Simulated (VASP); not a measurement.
# Al5As (F-43m) in VASP: relaxation of cell and atoms with PBE

Aim: the relaxation of cell and atoms of Al5As with PBE.

All numbers are computed with VASP 6.6.1; they aren't measurements. Logs are shortened: lines on timing, memory, paths and dates and some standing lists are left out, and cuts for length are marked.

## Step 1: The cell of the first run

It takes space group F-43m (No. 216, cubic). The conventional cell has a = 9.157 Å, b = 9.157 Å, c = 9.157 Å, α = 90.00°, β = 90.00°, γ = 90.00°. Within 3.2 Å of Al (site symmetry 3m) lie 1 As at 2.39 Å and 3 Al at 2.57 Å. Within 5.1 Å of Al (site symmetry -43m) lie 12 Al at 3.89 Å and 4 As at 3.97 Å. Within 3.2 Å of As (site symmetry -43m) lie 4 Al at 2.39 Å.

## Step 2: Relaxation of cell and atoms, PBE

File INCAR:

```
PREC = Accurate
ENCUT = 600
EDIFF = 1E-6
ISMEAR = 0
SIGMA = 0.1
LREAL = False
LASPH = True
NELM = 100
ALGO = Normal
ISIF = 3
LWAVE = False
LCHARG = False
GGA = PE
IBRION = 2
NSW = 100
EDIFFG = -0.01
```

File KPOINTS:

```
regular mesh
0
Gamma
  8 8 8
```

File POSCAR:

```
Al5As
1.0
    0.0000000000      4.5787111553      4.5787111553
    4.5787111553      0.0000000000      4.5787111553
    4.5787111553      4.5787111553      0.0000000000
Al As
5 1
Direct
    0.4007009684      0.7978970947      0.4007009684
    0.4007009684      0.4007009684      0.4007009684
    0.7978970947      0.4007009684      0.4007009684
    0.4007009684      0.4007009684      0.7978970947
    0.0000000000      0.0000000000      0.0000000000
    0.2500000000      0.2500000000      0.2500000000
```

Potentials or basis: VASP PAW PBE potentials, release 64 (Al, As).

Run with:

```bash
> cat potpaw_PBE.64/Al/POTCAR potpaw_PBE.64/As/POTCAR > POTCAR
> mpirun -np 1 vasp_std > vasp.out
```

OUTCAR:

```text
PREC = Accurate
   ENCUT = 600
   EDIFF = 1E-6
   ISMEAR = 0
   LREAL = False
   LASPH = True
   NELM = 100
   ISIF = 3
   GGA = PE
   IBRION = 2
   NSW = 100
   EDIFFG = -0.01

 ion  position               nearest neighbor table
   1  0.401  0.798  0.401-   6 2.39   3 2.57   4 2.57   2 2.57
   2  0.401  0.401  0.401-   6 2.39   3 2.57   4 2.57   1 2.57
   3  0.798  0.401  0.401-   6 2.39   2 2.57   4 2.57   1 2.57
   4  0.401  0.401  0.798-   6 2.39   2 2.57   3 2.57   1 2.57
   5  0.000  0.000  0.000-
   6  0.250  0.250  0.250-   2 2.39   1 2.39   3 2.39   4 2.39

  LATTYP: Found a face centered cubic cell.
 ALAT       =     9.1574223106

  Lattice vectors:

 A1 = (   0.0000000000,   4.5787111553,   4.5787111553)
 A2 = (   4.5787111553,   0.0000000000,   4.5787111553)
 A3 = (   4.5787111553,   4.5787111553,   0.0000000000)

Analysis of symmetry for initial positions (statically):
=====================================================================
 Subroutine PRICEL returns:
 Original cell was already a primitive cell.

 Routine SETGRP: Setting up the symmetry group for a
 face centered cubic supercell.

 Subroutine GETGRP returns: Found 24 space group operations
 (whereof 24 operations were pure point group operations)
 out of a pool of 48 trial point group operations.

The static configuration has the point symmetry T_d .

Analysis of symmetry for dynamics (positions and initial velocities):
=====================================================================
 Subroutine PRICEL returns:
 Original cell was already a primitive cell.

 Routine SETGRP: Setting up the symmetry group for a
 face centered cubic supercell.

 Subroutine GETGRP returns: Found 24 space group operations
 (whereof 24 operations were pure point group operations)
 out of a pool of 48 trial point group operations.

The dynamic configuration has the point symmetry T_d .

 Subroutine INISYM returns: Found 24 space group operations
 (whereof 24 operations are pure point group operations),
 and found     1 'primitive' translations

----------------------------------------------------------------------------------------

                                     Primitive cell

  volume of cell :     191.9817

  direct lattice vectors                    reciprocal lattice vectors
     0.000000000  4.578711155  4.578711155    -0.109201036  0.109201036  0.109201036
     4.578711155  0.000000000  4.578711155     0.109201036 -0.109201036  0.109201036
     4.578711155  4.578711155  0.000000000     0.109201036  0.109201036 -0.109201036

  length of vectors
     6.475275414  6.475275414  6.475275414     0.189141742  0.189141742  0.189141742

  position of ions in fractional coordinates (direct lattice)
     0.400700968  0.797897095  0.400700968
     0.400700968  0.400700968  0.400700968
     0.797897095  0.400700968  0.400700968
     0.400700968  0.400700968  0.797897095
     0.000000000  0.000000000  0.000000000
     0.250000000  0.250000000  0.250000000

  ion indices of the primitive-cell ions
   primitive index   ion index
                 1           1
                 2           2
                 3           3
                 4           4
                 5           5
                 6           6

----------------------------------------------------------------------------------------

 KPOINTS: regular mesh

Automatic generation of k-mesh.
 Grid dimensions read from file:
 generate k-points for:    8    8    8

 Generating k-lattice:

  Cartesian coordinates                     Fractional coordinates (reciprocal lattice)
[... 78 lines left out ...]
   IMIX   =      4    mixing-type and parameters
     AMIX     =   0.40;   BMIX     =  1.00
     AMIX_MAG =   1.60;   BMIX_MAG =  1.00
  volume/ion in A,a.u.               =      32.00       215.93
  Fermi-wavevector in a.u.,A,eV,Ry     =   0.770309  1.455673  8.073368  0.593376
  Thomas-Fermi vector in A             =   1.871485
   LORBIT       =      0    0 simple, 1 ext, 2 COOP (PROOUT), +10 PAW based schemes
   GGA     = PE    functional components
   LHFCALC =     F    Hartree Fock is set to
   AEXX    =    0.0000 exact exchange contribution
   IVDW    =     0    specifies the selected vdW correction
   LEPSILON=     F    determine dielectric tensor
   LRPA    =     F    only Hartree local field effects (RPA)
 conjugate gradient relaxation of ions
 non-spin polarized calculation
 Gauss-broadening in eV      SIGMA  =   0.10
  energy-cutoff  :      600.00
  volume of cell :      191.98
 maximum number of plane-waves:      6447
 NGX is ok and might be reduce to    54
   NGX = 25   NGY = 25   NGZ = 25

--------------------------------------- Ionic step        1  -------------------------------------------

 number of electron      20.0000000 magnetization

 Free energy of the ion-electron system (eV)
  ---------------------------------------------------
  ext. energy  EPLUGINS =         0.00000000
  ---------------------------------------------------
  free energy    TOTEN  =       -19.43607999 eV

  energy without entropy =      -19.41567357  energy(sigma->0) =      -19.42587678

------------------------ aborting loop because EDIFF is reached ----------------------------------------

  FORCE on cell =-STRESS in cart. coord.  units (eV):
  Direction    XX          YY          ZZ          XY          YZ          ZX
  --------------------------------------------------------------------------------------
  -------------------------------------------------------------------------------------
  Total        0.2643257      0.2643257      0.2643257      0.0000000      0.0000000      0.0000000
  in kB        2.2059224      2.2059224      2.2059224      0.0000000      0.0000000      0.0000000
  external PRESSURE =       2.2059224 kB  Pullay stress =       0.0000000 kB

 VOLUME and BASIS-vectors are now :
 -----------------------------------------------------------------------------
  energy-cutoff  :      600.00
  volume of cell :      191.98
      direct lattice vectors                 reciprocal lattice vectors
     0.000000000  4.578711155  4.578711155    -0.109201036  0.109201036  0.109201036
     4.578711155  0.000000000  4.578711155     0.109201036 -0.109201036  0.109201036
     4.578711155  4.578711155  0.000000000     0.109201036  0.109201036 -0.109201036

 POSITION                                       TOTAL-FORCE (eV/Angst)
 -----------------------------------------------------------------------------------
      5.48803      3.66939      5.48803        -0.024606      0.024606     -0.024606
      3.66939      3.66939      3.66939         0.024606      0.024606      0.024606
      3.66939      5.48803      5.48803         0.024606     -0.024606     -0.024606
      5.48803      5.48803      3.66939        -0.024606     -0.024606      0.024606
      0.00000      0.00000      0.00000         0.000000      0.000000      0.000000
      2.28936      2.28936      2.28936         0.000000      0.000000      0.000000
 -----------------------------------------------------------------------------------
    total drift:                                0.000000      0.000000      0.000000

  FREE ENERGIE OF THE ION-ELECTRON SYSTEM (eV)
  ---------------------------------------------------
  free  energy   TOTEN  =       -19.4360799914 eV

  energy  without entropy=      -19.4156735741  energy(sigma->0) =      -19.42587678

--------------------------------------- Ionic step        2  -------------------------------------------

 number of electron      20.0000000 magnetization

 Free energy of the ion-electron system (eV)
  ---------------------------------------------------
  ext. energy  EPLUGINS =         0.00000000
  ---------------------------------------------------
  free energy    TOTEN  =       -19.43719820 eV

  energy without entropy =      -19.41661398  energy(sigma->0) =      -19.42690609

 E-fermi :   2.4626     XC(G=0):  -7.4608

 val. band max:        2.4106137488   @ k =  -0.3750   0.3750   0.1250
 cond. band min:       2.4684966965   @ k =  -0.2500   0.5000   0.2500
 fundamental gap:      0.0578829477
 Fermi energy:         2.4625581941

 k-point     1 :       0.0000    0.0000    0.0000
  band No.  band energies     occupation
      1      -9.6569      2.00000
      2      -5.0086      2.00000
      3      -2.4110      2.00000
      4      -2.4110      2.00000
      5      -2.4110      2.00000
      6      -1.4645      2.00000
      7      -0.1408      2.00000
      8      -0.1408      2.00000
      9      -0.1408      2.00000
     10       2.5786      0.10084
     11       2.5786      0.10084
     12       3.6434      0.00000
     13       3.6434      0.00000
     14       3.6434      0.00000
[... 377 lines left out ...]
      1      -9.5633      2.00000
      2      -5.4510      2.00000
      3      -3.1725      2.00000
      4      -2.7177      2.00000
      5      -1.9376      2.00000
      6      -1.0707      2.00000
      7       0.1823      2.00000
      8       0.6004      2.00000
      9       0.7462      2.00000
     10       2.2575      1.99627
     11       2.7822      0.00001
     12       3.1687      0.00000
     13       4.4909      0.00000
     14       4.6238      0.00000

 [... further k-points ...]
[... 5 lines left out ...]
  --------------------------------------------------------------------------------------
  -------------------------------------------------------------------------------------
  Total        0.0290462      0.0290462      0.0290462      0.0000000      0.0000000      0.0000000
  in kB        0.2408655      0.2408655      0.2408655      0.0000000      0.0000000      0.0000000
  external PRESSURE =       0.2408655 kB  Pullay stress =       0.0000000 kB

 VOLUME and BASIS-vectors are now :
 -----------------------------------------------------------------------------
  energy-cutoff  :      600.00
  volume of cell :      193.21
      direct lattice vectors                 reciprocal lattice vectors
     0.000000000  4.588442270  4.588442270    -0.108969443  0.108969443  0.108969443
     4.588442270  0.000000000  4.588442270     0.108969443 -0.108969443  0.108969443
     4.588442270  4.588442270  0.000000000     0.108969443  0.108969443 -0.108969443

 POSITION                                       TOTAL-FORCE (eV/Angst)
 -----------------------------------------------------------------------------------
      5.49851      3.67838      5.49851        -0.000345      0.000345     -0.000345
      3.67838      3.67838      3.67838         0.000345      0.000345      0.000345
      3.67838      5.49851      5.49851         0.000345     -0.000345     -0.000345
      5.49851      5.49851      3.67838        -0.000345     -0.000345      0.000345
      0.00000      0.00000      0.00000         0.000000      0.000000      0.000000
      2.29422      2.29422      2.29422         0.000000      0.000000      0.000000
 -----------------------------------------------------------------------------------
    total drift:                                0.000000      0.000000      0.000000

  FREE ENERGIE OF THE ION-ELECTRON SYSTEM (eV)
  ---------------------------------------------------
  free  energy   TOTEN  =       -19.4371982002 eV

  energy  without entropy=      -19.4166139796  energy(sigma->0) =      -19.42690609

 reached required accuracy - stopping structural energy minimisation
```

Wall time 1.8 min (1 thread of Intel Xeon 6975P-C (Granite Rapids), shared host); peak memory 0.45 GiB.

Results:

```
Free energy                            : -19.4372 eV
Relaxed volume                         : 32.20 Å³/atom
Relaxed cell                           : a = 6.489 Å, b = 6.489 Å, c = 6.489 Å, α = 60.00°, β = 60.00°, γ = 60.00°
Space group after relaxing (to 0.05 Å) : F-43m (No. 216)
Energy gained by relaxing              : 0.2 meV/atom
Ionic steps                            : 2
Pressure after relaxing                : 0.0 GPa
Band gap on the k mesh                 : zero (band 10 reaches 3.33 eV, above the bottom of band 11 at 2.21 eV)
```

Step by step:
```csv
step,energy change (eV),largest force (eV/Å),pressure (GPa),volume (Å³)
1,0.0000,0.0426,0.22,191.98
2,-0.0011,0.0006,0.02,193.21
```

Final structure:
```yaml
crystal:
  lattice:
    - [0.00000, 4.58844, 4.58844]
    - [4.58844, 0.00000, 4.58844]
    - [4.58844, 4.58844, 0.00000]
  atoms:
    - { symbol: Al, position: [0.40083, 0.79751, 0.40083] }
    - { symbol: Al, position: [0.40083, 0.40083, 0.40083] }
    - { symbol: Al, position: [0.79751, 0.40083, 0.40083] }
    - { symbol: Al, position: [0.40083, 0.40083, 0.79751] }
    - { symbol: Al, position: [0.00000, 0.00000, 0.00000] }
    - { symbol: As, position: [0.25000, 0.25000, 0.25000] }
```

Levels at points of the mesh, in eV from the Fermi level:
```csv
k point,band 8,band 9,band 10,band 11,band 12,band 13
"(0.00, 0.00, 0.00)",-2.60,-2.60,0.12,0.12,1.18,1.18
"(0.50, 0.00, 0.00)",-2.13,-1.60,-0.16,-0.16,0.18,1.88
"(0.50, 0.50, 0.00)",-1.27,-1.27,0.87,0.96,0.96,1.10
```
